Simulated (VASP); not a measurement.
Write the native input for VASP 6.6.1 that does the following.

- Task: single point
- Functional: LDA
- Potentials or basis: VASP PAW LDA potentials, release 64 (Pb_d)
- Cutoff: 520 eV
- k mesh: 9 × 9 × 9
- Occupations: fermi-dirac, width 0.05 eV
- Spin: no spin polarisation
- Dipole correction: no
- Further INCAR settings: ALGO = Fast; EDIFF = 1e-06; NBANDS = 13

The structure of Pb lies in POSCAR:

```
Pb
1.0
    0.0000000000      2.4914113386      2.4914113386
    2.4914113386      0.0000000000      2.4914113386
    2.4914113386      2.4914113386      0.0000000000
Pb
1
Direct
    0.0000000000      0.0000000000      0.0000000000
```

These files were run (other wordings do the same):

INCAR

```
SYSTEM = Pb
PREC = Accurate ; ENCUT = 520
EDIFF = 1E-6 ; ISMEAR = -1
SIGMA = 0.05 ; LREAL = .False.
LASPH = .True. ; NELM = 80
ALGO = Fast ; ISIF = 2
LWAVE = .False. ; LCHARG = .False.
NBANDS = 13
```

KPOINTS

```
Automatic mesh
0
Gamma
  9 9 9
  0 0 0
```

Potentials or basis: VASP PAW LDA potentials, release 64 (Pb_d).

The run is started by

```bash
$ cat potpaw_LDA.64/Pb_d/POTCAR > POTCAR
$ mpirun -np 1 vasp_std > vasp.out
```

It gave:

The pressure is -2.9 GPa and the band gap on the k mesh is zero (band 7 reaches 13.98 eV, above the bottom of band 8 at 5.28 eV).

Caveat: spin-orbit coupling is left out, which moves the levels of the heavy elements.

Wall time 29 s on 1 thread of Intel Xeon 8259CL (shared host), peak memory 0.14 GiB.
